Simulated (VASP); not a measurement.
Write the native input for VASP 6.6.1 that does the following.

```yaml
Task: single point
Functional: r2SCAN
Potentials_or_basis: VASP PAW PBE potentials, release 64 (Ge_d)
Cutoff: 520 eV
k_mesh: 11 × 11 × 11
Occupations: gaussian, width 0.1 eV
Spin: no spin polarisation
Dipole_correction: no
Further_INCAR_settings: ALGO = Normal; EDIFF = 1e-06; NBANDS = 21
```

The system is Ge.

```xyz
2
Lattice="-2.4959 2.6509 1.4369 2.4959 -2.6509 1.4369 2.4959 2.6509 -1.4369" Properties=species:S:1:pos:R:3 pbc="T T T"
Ge    2.4959   -1.3254    1.2529
Ge    0.0000    3.9763    0.1841
```

These files were run (other wordings do the same):

POSCAR

```
Ge
1.0
   -2.4958980000      2.6508630000      1.4369470000
    2.4958980000     -2.6508630000      1.4369470000
    2.4958980000      2.6508630000     -1.4369470000
Ge
2
Direct
    0.1859430000      0.9359430000      0.2500000000
    0.8140570000      0.0640570000      0.7500000000
```

INCAR.step1

```
SYSTEM = Ge
ALGO = Normal
EDIFF = 1E-4
ENCUT = 520
GGA = PE
ISMEAR = 0
LASPH = .TRUE.
LCHARG = .FALSE.
LREAL = .FALSE.
LWAVE = .TRUE.
NBANDS = 21
NELM = 60
PREC = Accurate
SIGMA = 0.1
```

INCAR.step2

```
SYSTEM = Ge
ALGO = Normal
EDIFF = 1E-6
ENCUT = 520
ISIF = 2
ISMEAR = 0
ISTART = 1
LASPH = .TRUE.
LCHARG = .FALSE.
LMIXTAU = .TRUE.
LREAL = .FALSE.
LWAVE = .FALSE.
METAGGA = R2SCAN
NBANDS = 21
NELM = 60
PREC = Accurate
SIGMA = 0.1
```

KPOINTS

```
k-points
0
G
  11 11 11
  0 0 0
```

Potentials or basis: VASP PAW PBE potentials, release 64 (Ge_d).

The run is started by

```bash
$ cat potpaw_PBE.64/Ge_d/POTCAR > POTCAR
$ cp INCAR.step1 INCAR
$ mpirun -np 1 vasp_std > vasp.out
$ cp INCAR.step2 INCAR
$ mpirun -np 1 vasp_std > vasp.out
```

It gave:

```yaml
Pressure: -1.5 GPa
Largest_force: 0.092 eV/Å
Band_gap_on_the_k_mesh: zero (bands 14 and 15 overlap by 5.48 eV)
```

Caveat: the PAW data sets were made with another functional, which shifts forces and pressure a little.

It took 16 min on 1 thread of Intel Xeon 8259CL, on a shared host, peak memory 0.27 GiB.
